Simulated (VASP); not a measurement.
# KCl2 (P4/mmm) in VASP: a series of runs, part 2 of 2

VASP 6.6.1. The steps go on from the part before.

## Step 4: Relaxation of cell and atoms, PBE

This run uses another cell than the first one, of 38.40 Å³/atom, 1.192 times its volume.

Contents of INCAR:

```
SYSTEM = KCl2
  ALGO = Normal
  EDIFF = 1E-6
  EDIFFG = -0.04
  ENCUT = 600
  GGA = PE
  IBRION = 2
  ISIF = 3
  ISMEAR = 0
  LASPH = .TRUE.
  LCHARG = .FALSE.
  LREAL = .FALSE.
  LWAVE = .FALSE.
  NELM = 60
  NSW = 90
  PREC = Accurate
  SIGMA = 0.1
```

Contents of KPOINTS:

```
k-points
0
G
  4 4 4
  0 0 0
```

Contents of POSCAR:

```
KCl2
1.0
    5.5065433900      0.0000000000      0.0000000000
    0.0000000000      5.5065433900      0.0000000000
    0.0000000000      0.0000000000      3.7994825500
K Cl
1 2
Direct
    0.5000000000      0.5000000000      0.0000000000
    0.0000000000      0.0000000000      0.2066074700
    0.0000000000      0.0000000000      0.7933925300
```

Potentials or basis: VASP PAW PBE potentials, release 64 (K_sv, Cl).

Started as:

```console
$ cat potpaw_PBE.64/K_sv/POTCAR potpaw_PBE.64/Cl/POTCAR > POTCAR
$ mpirun -np 1 vasp_std > vasp.out
```

OUTCAR:

```text
SYSTEM = KCl2
   EDIFF = 1E-6
   EDIFFG = -0.04
   ENCUT = 600
   GGA = PE
   IBRION = 2
   ISIF = 3
   ISMEAR = 0
   LASPH = .TRUE.
   LREAL = .FALSE.
   NELM = 60
   NSW = 90
   PREC = Accurate

 ion  position               nearest neighbor table
   1  0.500  0.500  0.000-
   2  0.000  0.000  0.207-   3 1.57   3 2.23
   3  0.000  0.000  0.793-   2 1.57   2 2.23

  LATTYP: Found a simple tetragonal cell.
 ALAT       =     5.5065433900
 C/A-ratio  =     0.6899941181

  Lattice vectors:

 A1 = (   5.5065433900,   0.0000000000,   0.0000000000)
 A2 = (   0.0000000000,   5.5065433900,   0.0000000000)
 A3 = (   0.0000000000,   0.0000000000,   3.7994825500)

Analysis of symmetry for initial positions (statically):
=====================================================================
 Subroutine PRICEL returns:
 Original cell was already a primitive cell.

 Routine SETGRP: Setting up the symmetry group for a
 simple tetragonal supercell.

 Subroutine GETGRP returns: Found 16 space group operations
 (whereof 16 operations were pure point group operations)
 out of a pool of 16 trial point group operations.

The static configuration has the point symmetry D_4h.

Analysis of symmetry for dynamics (positions and initial velocities):
=====================================================================
 Subroutine PRICEL returns:
 Original cell was already a primitive cell.

 Routine SETGRP: Setting up the symmetry group for a
 simple tetragonal supercell.

 Subroutine GETGRP returns: Found 16 space group operations
 (whereof 16 operations were pure point group operations)
 out of a pool of 16 trial point group operations.

The dynamic configuration has the point symmetry D_4h.

 Subroutine INISYM returns: Found 16 space group operations
 (whereof 16 operations are pure point group operations),
 and found     1 'primitive' translations

----------------------------------------------------------------------------------------

                                     Primitive cell

  volume of cell :     115.2080

  direct lattice vectors                    reciprocal lattice vectors
     5.506543390  0.000000000  0.000000000     0.181602128  0.000000000  0.000000000
     0.000000000  5.506543390  0.000000000     0.000000000  0.181602128  0.000000000
     0.000000000  0.000000000  3.799482550     0.000000000  0.000000000  0.263193734

  length of vectors
     5.506543390  5.506543390  3.799482550     0.181602128  0.181602128  0.263193734

  position of ions in fractional coordinates (direct lattice)
     0.500000000  0.500000000  0.000000000
     0.000000000  0.000000000  0.206607470
     0.000000000  0.000000000  0.793392530

  ion indices of the primitive-cell ions
   primitive index   ion index
                 1           1
                 2           2
                 3           3

----------------------------------------------------------------------------------------

 KPOINTS: k-points

Automatic generation of k-mesh.
 Grid dimensions read from file:
 generate k-points for:    4    4    4

 Generating k-lattice:

  Cartesian coordinates                     Fractional coordinates (reciprocal lattice)
     0.045400532  0.000000000  0.000000000     0.250000000  0.000000000  0.000000000
[... 57 lines left out ...]
   NFREE  =      1    steps in history (QN), initial steepest desc. (CG)
   ISIF   =      3    stress and relaxation
   ISYM   =      2    0-nonsym 1-usesym 2-fastsym
   POTIM  = 0.5000    time-step for ionic-motion
   TEBEG  =    0.0;   TEEND  =   0.0 temperature during run
   PSTRESS=    0.0 pullay stress
   NELECT =      23.0000    total number of electrons
   NUPDOWN=      -1.0000    fix difference up-down
   EMIN   =  10.00;   EMAX   =-10.00  energy-range for DOS
   EFERMI =   0.00;   METHOD = LEGACY
   ISMEAR =     0;   SIGMA  =   0.10  broadening in eV -4-tet -1-fermi 0-gaus
   EFERMI_NEDOS =   21; number of points for ismear=-14 and -15
   IALGO  =     38    algorithm
   IMIX   =      4    mixing-type and parameters
     AMIX     =   0.40;   BMIX     =  1.00
     AMIX_MAG =   1.60;   BMIX_MAG =  1.00
  volume/ion in A,a.u.               =      38.40       259.15
  Fermi-wavevector in a.u.,A,eV,Ry     =   0.956805  1.808098 12.455794  0.915475
  Thomas-Fermi vector in A             =   2.085766
   LORBIT       =      0    0 simple, 1 ext, 2 COOP (PROOUT), +10 PAW based schemes
   GGA     = PE    functional components
   LHFCALC =     F    Hartree Fock is set to
   AEXX    =    0.0000 exact exchange contribution
   IVDW    =     0    specifies the selected vdW correction
   LEPSILON=     F    determine dielectric tensor
   LRPA    =     F    only Hartree local field effects (RPA)
 conjugate gradient relaxation of ions
 non-spin polarized calculation
 Gauss-broadening in eV      SIGMA  =   0.10
  energy-cutoff  :      600.00
  volume of cell :      115.21
 maximum number of plane-waves:      3875
 NGX is ok and might be reduce to    48
   NGX = 21   NGY = 21   NGZ = 15

--------------------------------------- Ionic step        1  -------------------------------------------

 number of electron      22.9999999 magnetization

 Free energy of the ion-electron system (eV)
  ---------------------------------------------------
  ext. energy  EPLUGINS =         0.00000000
  ---------------------------------------------------
  free energy    TOTEN  =         0.46844234 eV

  energy without entropy =        0.47448695  energy(sigma->0) =        0.47146464

------------------------ aborting loop because EDIFF is reached ----------------------------------------

  FORCE on cell =-STRESS in cart. coord.  units (eV):
  Direction    XX          YY          ZZ          XY          YZ          ZX
  --------------------------------------------------------------------------------------
  -------------------------------------------------------------------------------------
  Total        0.1703169      0.1703169     47.9476992      0.0000000      0.0000000      0.0000000
  in kB        2.3685668      2.3685668    666.8002730      0.0000000      0.0000000      0.0000000
  external PRESSURE =     223.8458022 kB  Pullay stress =       0.0000000 kB
[... 92 lines left out ...]
  FREE ENERGIE OF THE ION-ELECTRON SYSTEM (eV)
  ---------------------------------------------------
  free  energy   TOTEN  =         6.3629980411 eV

  energy  without entropy=        6.3689040475  energy(sigma->0) =        6.36595104

 E-fermi :   0.2481     XC(G=0):  -5.6750

 val. band max:        0.2442255642   @ k =   0.2500   0.0000   0.2500
 cond. band min:       0.2487888582   @ k =   0.2500   0.2500   0.2500
 fundamental gap:      0.0045632940
 Fermi energy:         0.2481452978

 k-point     1 :       0.0000    0.0000    0.0000
  band No.  band energies     occupation
      1     -32.3250      2.00000
      2     -16.1724      2.00000
      3     -15.8180      2.00000
      4     -15.7360      2.00000
      5     -15.7360      2.00000
      6     -13.6399      2.00000
      7      -6.3549      2.00000
      8      -4.0043      2.00000
      9      -4.0043      2.00000
     10      -1.9275      2.00000
     11      -1.9275      2.00000
     12       0.7259      0.00000
     13       3.4727      0.00000
     14       4.2587      0.00000
[... 293 lines left out ...]
      2     -15.8310      2.00000
      3     -15.7394      2.00000
      4     -15.7394      2.00000
      5     -15.1846      2.00000
      6     -15.1336      2.00000
      7      -3.2538      2.00000
      8      -3.2538      2.00000
      9      -3.2484      2.00000
     10      -3.2484      2.00000
     11      -2.7599      2.00000
     12      -2.6445      2.00000
     13       3.6778      0.00000
     14       4.3393      0.00000
     15       4.3393      0.00000

[... ionic steps 4 to 39 ...]

--------------------------------------- Ionic step       40  -------------------------------------------

 number of electron      23.0000001 magnetization

------------------------ aborting loop because EDIFF is reached ----------------------------------------
[... 69 lines left out ...]
--------------------------------------- Ionic step       42  -------------------------------------------

 number of electron      23.0000001 magnetization

 Free energy of the ion-electron system (eV)
  ---------------------------------------------------
  ext. energy  EPLUGINS =         0.00000000
  ---------------------------------------------------
  free energy    TOTEN  =        -8.28191488 eV

  energy without entropy =       -8.25460085  energy(sigma->0) =       -8.26825787

 E-fermi :  -0.3231     XC(G=0):  -7.2867

 val. band max:       -0.3401327085   @ k =   0.2500   0.0000   0.2500
 cond. band min:      -0.3229224164   @ k =   0.2500   0.2500   0.2500
 fundamental gap:      0.0172102921
 Fermi energy:        -0.3230627254

 k-point     1 :       0.0000    0.0000    0.0000
  band No.  band energies     occupation
      1     -29.4095      2.00000
      2     -15.2604      2.00000
      3     -13.7768      2.00000
      4     -12.8626      2.00000
      5     -12.8626      2.00000
      6     -12.7674      2.00000
      7      -5.1952      2.00000
      8      -2.8301      2.00000
      9      -2.8301      2.00000
     10      -1.6402      2.00000
     11      -1.6402      2.00000
     12       0.8152      0.00000
     13       3.4791      0.00000
     14       5.0978      0.00000
[... 335 lines left out ...]
  FREE ENERGIE OF THE ION-ELECTRON SYSTEM (eV)
  ---------------------------------------------------
  free  energy   TOTEN  =        -8.2819148779 eV

  energy  without entropy=       -8.2546008538  energy(sigma->0) =       -8.26825787

 reached required accuracy - stopping structural energy minimisation
```

OSZICAR:

```text
N       E                     dE             d eps       ncg     rms          rms(c)
DAV:   1     0.174514493742E+03    0.17451E+03   -0.10310E+04   540   0.139E+03
DAV:   2     0.166672065418E+02   -0.15785E+03   -0.15580E+03   689   0.303E+02
DAV:   3     0.969776977016E+00   -0.15697E+02   -0.15656E+02   811   0.848E+01
[... 422 lines left out ...]
DAV:   2    -0.828205894788E+01   -0.74240E-03   -0.11325E-02   638   0.781E-01    0.836E-02
DAV:   3    -0.828193859650E+01    0.12035E-03   -0.24011E-04   715   0.128E-01    0.467E-02
DAV:   4    -0.828191104235E+01    0.27554E-04   -0.13692E-04   913   0.807E-02    0.220E-02
DAV:   5    -0.828191400807E+01   -0.29657E-05   -0.13589E-05   722   0.253E-02    0.988E-03
DAV:   6    -0.828191487786E+01   -0.86979E-06   -0.15191E-06   612   0.948E-03
  42 F= -.82819149E+01 E0= -.82682579E+01  d E =-.161872E-02
```

Run time: 13 min. Hardware: 1 thread of Intel Xeon Platinum 8375C at 2.90GHz (Ice Lake), shared host; peak memory 0.28 GiB.

Results:

| Quantity | Value |
| --- | --- |
| Free energy | -8.2819 eV |
| Relaxed volume | 32.42 Å³/atom |
| Relaxed cell | a = 4.241 Å, b = 4.241 Å, c = 5.407 Å, α = 90.00°, β = 90.00°, γ = 90.00° |
| Space group after relaxing (to 0.05 Å) | P4/mmm (No. 123) |
| Energy gained by relaxing | 2916.8 meV/atom |
| Ionic steps | 42 |
| Pressure after relaxing | -0.1 GPa |
| Largest force after relaxing | 0.005 eV/Å |

Forces on the atoms (eV/Å):
```
K    0.000  0.000  0.000
Cl   0.000  0.000 -0.005
Cl   0.000  0.000  0.005
```

Stress tensor (GPa, compression positive):
```
-0.09  0.00  0.00
 0.00 -0.09  0.00
 0.00  0.00  0.00
```

The path:
```
step  energy change (eV)  largest force (eV/Å)  pressure (GPa)  volume (Å³)
   1              0.0000               19.8804           22.38       115.21
   3              5.8946               55.3877           38.84       117.44
   5              5.2594               50.9804           37.71       115.93
   7              5.0551               49.4581           37.37       115.39
   9              5.0062               49.0816           37.29       115.25
  11              4.9940               48.9891           37.25       115.22
  13              4.9910               48.9653           37.26       115.21
  15              4.9903               48.9590           37.26       115.21
  17              4.9901               48.9581           37.26       115.21
  19              4.9900               48.9578           37.26       115.21
  21             -6.0736                1.0156            5.05       129.24
  23             -6.1643                3.5518            3.91       133.43
  25             -6.6500                2.0776            2.73       136.72
  27             -7.8339                0.4813           -1.92       168.67
  29             -7.9205                0.7175           -1.33       157.96
  31             -8.0044                0.5649           -1.67       156.18
  33             -8.4258                0.1688           -2.55       125.61
  35             -8.7119                0.0704           -0.83       100.53
  37             -8.7202                0.1574           -0.23        96.76
  39             -8.7487                0.1028           -0.04        97.48
  41             -8.7498                0.0589           -0.05        97.40
  42             -8.7504                0.0049           -0.06        97.26
```

Final structure:
```cif
data_structure
_symmetry_space_group_name_H-M 'P 1'
_symmetry_Int_Tables_number 1
_cell_length_a 4.2413
_cell_length_b 4.2413
_cell_length_c 5.4069
_cell_angle_alpha 90.000
_cell_angle_beta 90.000
_cell_angle_gamma 90.000
_cell_volume 97.26
loop_
_atom_site_label
_atom_site_type_symbol
_atom_site_fract_x
_atom_site_fract_y
_atom_site_fract_z
_atom_site_occupancy
K1 K 0.50000 0.50000 0.00000 1
Cl1 Cl 0.00000 0.00000 0.25198 1
Cl2 Cl 0.00000 0.00000 0.74802 1
```

Levels at points of the mesh, in eV from the Fermi level:
```
           k point  band 9  band 10  band 11  band 12  band 13  band 14
(0.00, 0.00, 0.00)   -2.51    -1.32    -1.32     1.14     3.80     5.42
(0.50, 0.00, 0.00)   -2.58    -1.68    -1.23     1.15     5.74     6.37
(0.50, 0.50, 0.00)   -3.04    -1.76    -1.76     1.17     5.37     7.84
(0.00, 0.00, 0.50)   -2.00    -2.00    -1.95    -1.95     5.28     5.29
(0.50, 0.00, 0.50)   -2.21    -2.12    -2.06    -1.91     6.24     7.02
(0.50, 0.50, 0.50)   -2.40    -2.40    -2.15    -2.14     6.83     7.30
```

Caveat: the k points lie up to 0.37 Å⁻¹ apart in the final cell; the volume moved by over 15 % at a fixed basis, so the end points are rough; an odd number of electrons without spin polarisation forces a metal; a magnetic or distorted state may lie lower.

## Step 5: The runs side by side

| task | cell | cutoff (eV) | gap on the mesh (eV) | pressure (GPa) |
| --- | --- | --- | --- | --- |
| single point | a = 4.225, b = 4.225, c = 5.413 Å, 3 atoms | 520 | none | 0.0 |
| single point | a = 5.507, b = 5.507, c = 3.799 Å, 3 atoms | 520 | none | 22.4 |
| relaxation of cell and atoms | relaxed from a = 5.507, b = 5.507, c = 3.799 Å, 3 atoms | 600 | none | -0.1 |

Alike in all rows: level PBE; potentials or basis VASP PAW PBE potentials, release 64 (K_sv, Cl); no spin polarisation; k mesh 4 × 4 × 4; smearing gaussian 0.1 eV.

Caveats: all runs use coarse meshes; an odd number of electrons without spin polarisation forces a metal; a magnetic or distorted state may lie lower; the volume moved by over 15 % at a fixed basis, so the end points are rough (some runs).

Total energies depend on the potentials used, so only differences within one code and one set of settings carry meaning.
